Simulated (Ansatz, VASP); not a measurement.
**B5As2: VASP beside Ansatz**

```
CELL_PARAMETERS angstrom
3.16682 0.00000 0.00000
-1.58341 2.74255 0.00000
0.00000 0.00000 8.57150
ATOMIC_POSITIONS crystal
B 0.00000 0.00000 0.00000
B 0.66667 0.33333 0.93938
B 0.33333 0.66667 0.06062
B 0.00000 0.00000 0.40179
B 0.00000 0.00000 0.59821
As 0.66667 0.33333 0.69633
As 0.33333 0.66667 0.30367
```

Alike in both runs: functional PBE; k mesh 6 × 6 × 2; occupations gaussian, width 0.2 eV; no spin polarisation.

Ansatz relaxed the structure, and its values are those at the end. VASP's run is a single point on that final structure, the one shown.

|  | VASP | Ansatz |
| --- | --- | --- |
| version | VASP 6.6.1 | Ansatz 0.2.0 |
| potentials or method | VASP PAW PBE potentials, release 64 (B, As), cutoff 520 eV | scalar-relativistic, plane waves, PAW |
| valence electrons in the cell | 25 | 45 |

```csv
,VASP,Ansatz,Ansatz less VASP
gap on the k mesh at the Fermi level (eV),none,none,-
pressure (GPa),0.6,0.0,-0.59
rms of the force components (eV/Å),0.026,0.007,-0.0184
```

A gap of «none» marks a metal or a gap that the smearing closes. With one functional, cell and mesh, what is left measures potentials, basis and numerics. VASP's potentials hold 25 valence electrons a cell and Ansatz's 45, so a difference there can come from the potentials and not from the codes.

The k mesh is coarse, so the values compare programs but aren't converged.
